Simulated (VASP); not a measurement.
# SiO2 (Stishovite) (P4_2/mnm) in VASP: a series of runs

Runs on SiO2 (Stishovite). Level: PBE. Tasks: single point.

Program: VASP 6.6.1. These are calculated values, not measurements. Logs are shortened: lines on timing, memory, paths and dates and some standing lists are left out, and cuts for length are marked.

## 1. The cell of the first run

Symmetry: P4_2/mnm, No. 136, tetragonal system. The conventional cell has a = 4.106 Å, b = 4.106 Å, c = 2.620 Å, α = 90.00°, β = 90.00°, γ = 90.00°. Within 2.3 Å of Si (site symmetry mmm) lie 6 O at 1.73 to 1.78 Å. O (site symmetry m2m) has 3 Si at 1.73 to 1.78 Å and 1 O at 2.25 Å within 2.3 Å.

## 2. Single point, PBE

Input file INCAR:

```
PREC = Accurate
ENCUT = 520
EDIFF = 1E-6
ISMEAR = 0
SIGMA = 0.01
LREAL = F
LASPH = T
NELM = 100
ALGO = Normal
ISIF = 2
LWAVE = F
LCHARG = F
GGA = PE
NBANDS = 25
```

Input file KPOINTS:

```
regular mesh
0
Gamma
  6 6 8
```

Input file POSCAR:

```
SiO2
1.0
    4.1064846246      0.0000000000      0.0000000000
    0.0000000000      4.1064846246      0.0000000000
    0.0000000000      0.0000000000      2.6200183902
Si O
2 4
Direct
    0.0000000000      0.0000000000      0.0000000000
    0.5000000000      0.5000000000      0.5000000000
    0.3059000000      0.3059000000      0.0000000000
    0.1941000000      0.8059000000      0.5000000000
    0.6941000000      0.6941000000      0.0000000000
    0.8059000000      0.1941000000      0.5000000000
```

Potentials or basis: VASP PAW PBE potentials, release 64 (Si, O).

On the command line:

```
$ cat potpaw_PBE.64/Si/POTCAR potpaw_PBE.64/O/POTCAR > POTCAR
$ mpirun -np 1 vasp_std > vasp.out
```

OUTCAR:

```text
PREC = Accurate
   ENCUT = 520
   EDIFF = 1E-6
   ISMEAR = 0
   LREAL = F
   LASPH = T
   NELM = 100
   ISIF = 2
   GGA = PE

 ion  position               nearest neighbor table
   1  0.000  0.000  0.000-   4 1.73   6 1.73   4 1.73   6 1.73   5 1.78   3 1.78
   2  0.500  0.500  0.500-   3 1.73   5 1.73   3 1.73   5 1.73   4 1.78   6 1.78
   3  0.306  0.306  0.000-   2 1.73   2 1.73   1 1.78
   4  0.194  0.806  0.500-   1 1.73   1 1.73   2 1.78
   5  0.694  0.694  0.000-   2 1.73   2 1.73   1 1.78
   6  0.806  0.194  0.500-   1 1.73   1 1.73   2 1.78

  LATTYP: Found a simple tetragonal cell.
 ALAT       =     4.1064846246
 C/A-ratio  =     0.6380197735

  Lattice vectors:

 A1 = (   4.1064846246,   0.0000000000,   0.0000000000)
 A2 = (   0.0000000000,   4.1064846246,   0.0000000000)
 A3 = (   0.0000000000,   0.0000000000,   2.6200183902)

Analysis of symmetry for initial positions (statically):
=====================================================================
 Subroutine PRICEL returns:
 Original cell was already a primitive cell.

 Routine SETGRP: Setting up the symmetry group for a
 simple tetragonal supercell.

 Subroutine GETGRP returns: Found 16 space group operations
 (whereof  8 operations were pure point group operations)
 out of a pool of 16 trial point group operations.

The static configuration has the point symmetry D_2h.
 The point group associated with its full space group is D_4h.

Analysis of symmetry for dynamics (positions and initial velocities):
=====================================================================
 Subroutine PRICEL returns:
 Original cell was already a primitive cell.

 Routine SETGRP: Setting up the symmetry group for a
 simple tetragonal supercell.

 Subroutine GETGRP returns: Found 16 space group operations
 (whereof  8 operations were pure point group operations)
 out of a pool of 16 trial point group operations.

The dynamic configuration has the point symmetry D_2h.
 The point group associated with its full space group is D_4h.

 Subroutine INISYM returns: Found 16 space group operations
 (whereof  8 operations are pure point group operations),
 and found     1 'primitive' translations

----------------------------------------------------------------------------------------

                                     Primitive cell

  volume of cell :      44.1819

  direct lattice vectors                    reciprocal lattice vectors
[... 99 lines left out ...]
   IBRION =     -1    ionic relax: 0-MD 1-quasi-New 2-CG
   NFREE  =      0    steps in history (QN), initial steepest desc. (CG)
   ISIF   =      2    stress and relaxation
   ISYM   =      2    0-nonsym 1-usesym 2-fastsym
   POTIM  = 0.5000    time-step for ionic-motion
   TEBEG  =    0.0;   TEEND  =   0.0 temperature during run
   PSTRESS=    0.0 pullay stress
   NELECT =      32.0000    total number of electrons
   NUPDOWN=      -1.0000    fix difference up-down
   EMIN   =  10.00;   EMAX   =-10.00  energy-range for DOS
   EFERMI =   0.00;   METHOD = LEGACY
   ISMEAR =     0;   SIGMA  =   0.01  broadening in eV -4-tet -1-fermi 0-gaus
   EFERMI_NEDOS =   21; number of points for ismear=-14 and -15
   IALGO  =     38    algorithm
   IMIX   =      4    mixing-type and parameters
     AMIX     =   0.40;   BMIX     =  1.00
     AMIX_MAG =   1.60;   BMIX_MAG =  1.00
  volume/ion in A,a.u.               =       7.36        49.69
  Fermi-wavevector in a.u.,A,eV,Ry     =   1.470201  2.778276 29.408852  2.161490
  Thomas-Fermi vector in A             =   2.585486
   LORBIT       =      0    0 simple, 1 ext, 2 COOP (PROOUT), +10 PAW based schemes
   GGA     = PE    functional components
   LHFCALC =     F    Hartree Fock is set to
   AEXX    =    0.0000 exact exchange contribution
   IVDW    =     0    specifies the selected vdW correction
   LEPSILON=     F    determine dielectric tensor
   LRPA    =     F    only Hartree local field effects (RPA)
 non-spin polarized calculation
 Gauss-broadening in eV      SIGMA  =   0.01
  energy-cutoff  :      520.00
  volume of cell :       44.18
 maximum number of plane-waves:      1218
 NGX is ok and might be reduce to    32
   NGX = 15   NGY = 15   NGZ =  9

 number of electron      31.9999987 magnetization

 Free energy of the ion-electron system (eV)
  ---------------------------------------------------
  ext. energy  EPLUGINS =         0.00000000
  ---------------------------------------------------
  free energy    TOTEN  =       -45.94614850 eV

  energy without entropy =      -45.94614850  energy(sigma->0) =      -45.94614850

 E-fermi :   9.0383     XC(G=0): -12.5468

 val. band max:        8.9855641968   @ k =   0.0000   0.0000   0.0000
 cond. band min:      15.5620313304   @ k =   0.0000   0.0000   0.0000
 fundamental gap:      6.5764671336
 Fermi energy:         9.0382908555

 k-point     1 :       0.0000    0.0000    0.0000
  band No.  band energies     occupation
      1     -14.1661      2.00000
      2     -10.2574      2.00000
      3     -10.2574      2.00000
      4     -10.0024      2.00000
      5      -2.2251      2.00000
      6       2.2414      2.00000
[... 661 lines left out ...]
     24      22.2497      0.00000
     25      23.1214      0.00000

 [... further k-points ...]

------------------------ aborting loop because EDIFF is reached ----------------------------------------

  FORCE on cell =-STRESS in cart. coord.  units (eV):
  Direction    XX          YY          ZZ          XY          YZ          ZX
  --------------------------------------------------------------------------------------
  -------------------------------------------------------------------------------------
  Total        8.0089675      8.0089675      9.7545379      0.0000000      0.0000000      0.0000000
  in kB      290.4306013    290.4306013    353.7305263      0.0000000      0.0000000      0.0000000
  external PRESSURE =     311.5305763 kB  Pullay stress =       0.0000000 kB

 VOLUME and BASIS-vectors are now :
 -----------------------------------------------------------------------------
  energy-cutoff  :      520.00
  volume of cell :       44.18
      direct lattice vectors                 reciprocal lattice vectors
     4.106484625  0.000000000  0.000000000     0.243517288  0.000000000  0.000000000
     0.000000000  4.106484625  0.000000000     0.000000000  0.243517288  0.000000000
     0.000000000  0.000000000  2.620018390     0.000000000  0.000000000  0.381676710

 POSITION                                       TOTAL-FORCE (eV/Angst)
 -----------------------------------------------------------------------------------
      0.00000      0.00000      0.00000         0.000000      0.000000      0.000000
      2.05324      2.05324      1.31001         0.000000      0.000000      0.000000
      1.25617      1.25617      0.00000        -0.335264     -0.335264      0.000000
      0.79707      3.30942      1.31001         0.335264     -0.335264      0.000000
      2.85031      2.85031      0.00000         0.335264      0.335264      0.000000
      3.30942      0.79707      1.31001        -0.335264      0.335264      0.000000
 -----------------------------------------------------------------------------------
    total drift:                                0.000000      0.000000     -0.000000

  FREE ENERGIE OF THE ION-ELECTRON SYSTEM (eV)
  ---------------------------------------------------
  free  energy   TOTEN  =       -45.9461484974 eV

  energy  without entropy=      -45.9461484974  energy(sigma->0) =      -45.94614850
```

Run time: 15 s. Hardware: 1 thread of Intel Xeon 6975P-C (Granite Rapids), shared host; peak memory 0.17 GiB.

What came out:

```
Free energy            : -45.9461 eV
Pressure               : 31.2 GPa
Largest force          : 0.474 eV/Å
Band gap on the k mesh : 6.58 eV, direct
```

Forces in eV/Å, atoms in the order of the input:
```
Si   0.000  0.000  0.000
Si   0.000  0.000  0.000
O   -0.335 -0.335  0.000
O    0.335 -0.335  0.000
O    0.335  0.335  0.000
O   -0.335  0.335  0.000
```

A k mesh can miss the band edges. A hybrid or GW would open this gap; PBE tends to underestimate it.

## 3. Single point, PBE

This run uses another cell than the first one, of 7.56 Å³/atom, 1.026 times its volume.

Input file INCAR:

```
SYSTEM = SiO2
  PREC = Accurate
  ENCUT = 520
  EDIFF = 1E-6
  ISMEAR = 0
  SIGMA = 0.01
  LREAL = .FALSE.
  LASPH = .TRUE.
  NELM = 60
  ALGO = Normal
  ISIF = 2
  LWAVE = .FALSE.
  LCHARG = .FALSE.
  GGA = PE
  NBANDS = 25
```

Input file KPOINTS:

```
regular mesh
0
G
  6 6 8
  0 0 0
```

Changes to POSCAR since step 2:

```diff
@@ -2,5 +2,5 @@
 1.0
-    4.1064846246      0.0000000000      0.0000000000
-    0.0000000000      4.1064846246      0.0000000000
-    0.0000000000      0.0000000000      2.6200183902
+    4.1421949790      0.0000000000      0.0000000000
+    0.0000000000      4.1421949790      0.0000000000
+    0.0000000000      0.0000000000      2.6428023024
 Si O
```

Potentials or basis: VASP PAW PBE potentials, release 64 (Si, O).

On the command line:

```
$ cat potpaw_PBE.64/Si/POTCAR potpaw_PBE.64/O/POTCAR > POTCAR
$ mpirun -np 1 vasp_std > vasp.out
```

OUTCAR:

```text
SYSTEM = SiO2
   PREC = Accurate
   ENCUT = 520
   EDIFF = 1E-6
   ISMEAR = 0
   LREAL = .FALSE.
   LASPH = .TRUE.
   NELM = 60
   ISIF = 2
   GGA = PE

 ion  position               nearest neighbor table
   1  0.000  0.000  0.000-   4 1.74   6 1.74   4 1.74   6 1.74   5 1.79   3 1.79
   2  0.500  0.500  0.500-   3 1.74   5 1.74   3 1.74   5 1.74   4 1.79   6 1.79
   3  0.306  0.306  0.000-   2 1.74   2 1.74   1 1.79
   4  0.194  0.806  0.500-   1 1.74   1 1.74   2 1.79
   5  0.694  0.694  0.000-   2 1.74   2 1.74   1 1.79
   6  0.806  0.194  0.500-   1 1.74   1 1.74   2 1.79

[... 881 lines left out ...]
  -------------------------------------------------------------------------------------
  Total        5.4581082      5.4581082      6.6247294     -0.0000000      0.0000000      0.0000000
  in kB      192.8532527    192.8532527    234.0738906     -0.0000000      0.0000000      0.0000000
  external PRESSURE =     206.5934653 kB  Pullay stress =       0.0000000 kB

 VOLUME and BASIS-vectors are now :
 -----------------------------------------------------------------------------
  energy-cutoff  :      520.00
  volume of cell :       45.34
      direct lattice vectors                 reciprocal lattice vectors
     4.142194979  0.000000000  0.000000000     0.241417897  0.000000000  0.000000000
     0.000000000  4.142194979  0.000000000     0.000000000  0.241417897  0.000000000
     0.000000000  0.000000000  2.642802302     0.000000000  0.000000000  0.378386230

 POSITION                                       TOTAL-FORCE (eV/Angst)
 -----------------------------------------------------------------------------------
      0.00000      0.00000      0.00000         0.000000     -0.000000      0.000000
      2.07110      2.07110      1.32140         0.000000     -0.000000      0.000000
      1.26710      1.26710      0.00000        -0.197234     -0.197234      0.000000
      0.80400      3.33819      1.32140         0.197234     -0.197234      0.000000
      2.87510      2.87510      0.00000         0.197234      0.197234      0.000000
      3.33819      0.80400      1.32140        -0.197234      0.197234      0.000000
 -----------------------------------------------------------------------------------
    total drift:                                0.000000      0.000000     -0.000000

  FREE ENERGIE OF THE ION-ELECTRON SYSTEM (eV)
  ---------------------------------------------------
  free  energy   TOTEN  =       -46.1360278232 eV

  energy  without entropy=      -46.1360278232  energy(sigma->0) =      -46.13602782
```

OSZICAR:

```text
N       E                     dE             d eps       ncg     rms          rms(c)
DAV:   1     0.135052702545E+03    0.13505E+03   -0.17833E+04  2524   0.124E+03
DAV:   2    -0.442833958217E+02   -0.17934E+03   -0.17182E+03  3099   0.281E+02
DAV:   3    -0.508078187897E+02   -0.65244E+01   -0.64979E+01  3319   0.510E+01
DAV:   4    -0.508479488359E+02   -0.40130E-01   -0.40119E-01  2940   0.469E+00
DAV:   5    -0.508482613453E+02   -0.31251E-03   -0.31245E-03  3370   0.388E-01    0.182E+01
DAV:   6    -0.460812151746E+02    0.47670E+01   -0.13217E+01  3151   0.246E+01    0.844E+00
DAV:   7    -0.461153062756E+02   -0.34091E-01   -0.83583E-01  3208   0.535E+00    0.302E+00
DAV:   8    -0.461294973131E+02   -0.14191E-01   -0.27471E-02  3052   0.142E+00    0.110E+00
DAV:   9    -0.461358437733E+02   -0.63465E-02   -0.97995E-03  3173   0.829E-01    0.266E-01
DAV:  10    -0.461360360931E+02   -0.19232E-03   -0.35194E-04  3155   0.138E-01    0.379E-02
DAV:  11    -0.461360268998E+02    0.91934E-05   -0.57762E-05  3217   0.554E-02    0.821E-03
DAV:  12    -0.461360278232E+02   -0.92339E-06   -0.39549E-06  3081   0.149E-02
   1 F= -.46136028E+02 E0= -.46136028E+02  d E =-.216385E-45
```

stdout:

```text
POSCAR found type information on POSCAR SiO
 POSCAR found :  2 types and       6 ions
 scaLAPACK will be used
 LDA part: xc-table for (Slater+PW92), standard interpolation
 POSCAR, INCAR and KPOINTS ok, starting setup
 FFT: planning ... GRIDC
 FFT: planning ... GRID_SOFT
 FFT: planning ... GRID
 WAVECAR not read
 entering main loop
```

Wall time 14 s (1 thread of Intel Xeon 6975P-C (Granite Rapids), shared host); peak memory 0.17 GiB.

Results:

```yaml
Free_energy: -46.1360 eV
Pressure: 20.7 GPa
Largest_force: 0.279 eV/Å
Band_gap_on_the_k_mesh: 6.09 eV, direct
```

Forces in eV/Å, atoms in the order of the input:
```
Si   0.000  0.000  0.000
Si   0.000  0.000  0.000
O   -0.197 -0.197  0.000
O    0.197 -0.197  0.000
O    0.197  0.197  0.000
O   -0.197  0.197  0.000
```

A k mesh can miss the band edges. PBE gaps usually lie below the measured ones, often by a third to a half.

## 4. Single point, PBE

This run uses another cell than the first one, of 7.75 Å³/atom, 1.053 times its volume.

Input file INCAR:

```
ALGO     = Normal         # electronic algorithm
EDIFF    = 1E-7           # SCF threshold, eV
ENCUT    = 520            # plane-wave cutoff, eV
GGA      = PE             # functional
ISIF     = 2              # what is computed and relaxed
ISMEAR   = 0              # smearing method
LASPH    = True           # aspherical terms in the spheres
LCHARG   = True           # write CHGCAR
LELF     = True           # ELF
LREAL    = False          # projectors in reciprocal space
LVHAR    = True         
LWAVE    = False          # write WAVECAR
NBANDS   = 25             # bands
NELM     = 100            # most SCF steps
PREC     = Accurate       # precision mode
SIGMA    = 0.01           # smearing width, eV
```

Input file KPOINTS:

```
k-points
0
Gamma
  6 6 8
```

Changes to POSCAR since step 3:

```diff
@@ -2,5 +2,5 @@
 1.0
-    4.1421949790      0.0000000000      0.0000000000
-    0.0000000000      4.1421949790      0.0000000000
-    0.0000000000      0.0000000000      2.6428023024
+    4.1773000000      0.0000000000      0.0000000000
+    0.0000000000      4.1773000000      0.0000000000
+    0.0000000000      0.0000000000      2.6652000000
 Si O
```

On the command line:

```
$ cat potpaw_PBE.64/Si/POTCAR potpaw_PBE.64/O/POTCAR > POTCAR
$ mpirun -np 1 vasp_std > vasp.out
```

Run time: 17 s. Hardware: 1 thread of Intel Xeon 6975P-C (Granite Rapids), shared host; peak memory 0.17 GiB.

It converged, with:

| Quantity | Value |
| --- | --- |
| Free energy | -46.2541 eV |
| Pressure | 11.4 GPa |
| Largest force | 0.099 eV/Å |
| Band gap on the k mesh | 5.62 eV, direct |

Forces on the atoms (eV/Å):
```
Si   0.000  0.000  0.000
Si   0.000  0.000  0.000
O   -0.070 -0.070  0.000
O    0.070 -0.070  0.000
O    0.070  0.070  0.000
O   -0.070  0.070  0.000
```

Stress tensor (GPa, compression positive):
```
10.67  0.00  0.00
 0.00 10.67  0.00
 0.00  0.00 12.81
```

Levels at points of the mesh, in eV from the valence-band top:
```tsv
k point	band 12	band 13	band 14	band 15	band 16	band 17	band 18	band 19	band 20	band 21
(0.00, 0.00, 0.00)	-3.14	-2.51	-0.88	-0.88	0.00	5.62	6.72	8.52	8.52	11.13
(0.50, 0.00, 0.00)	-3.89	-2.69	-2.69	-1.07	-1.07	7.76	7.76	9.10	9.10	11.07
(0.50, 0.50, 0.00)	-3.27	-2.68	-2.68	-2.29	-2.29	7.45	7.45	10.09	10.09	13.20
(0.00, 0.00, 0.50)	-4.64	-3.08	-3.08	-2.69	-2.69	9.11	9.11	12.66	12.66	12.78
(0.50, 0.00, 0.50)	-4.00	-2.29	-2.29	-1.76	-1.76	8.80	8.80	9.87	9.87	12.27
(0.50, 0.50, 0.50)	-4.51	-1.77	-1.77	-1.56	-1.56	7.19	7.19	11.04	11.04	11.69
```

A k mesh can miss the band edges.

## 5. Summary

| cell | gap on the mesh (eV) | pressure (GPa) | largest force (eV/Å) |
| --- | --- | --- | --- |
| a = 4.106, b = 4.106, c = 2.620 Å, 6 atoms | 6.58 | 31.2 | 0.47 |
| a = 4.142, b = 4.142, c = 2.643 Å, 6 atoms | 6.09 | 20.7 | 0.28 |
| a = 4.177, b = 4.177, c = 2.665 Å, 6 atoms | 5.62 | 11.4 | 0.10 |

Alike in all rows: task single point; level PBE; potentials or basis VASP PAW PBE potentials, release 64 (Si, O); no spin polarisation; k mesh 6 × 6 × 8; cutoff (eV) 520; smearing gaussian 0.01 eV.

Total energies depend on the potentials used, so only differences within one code and one set of settings carry meaning.
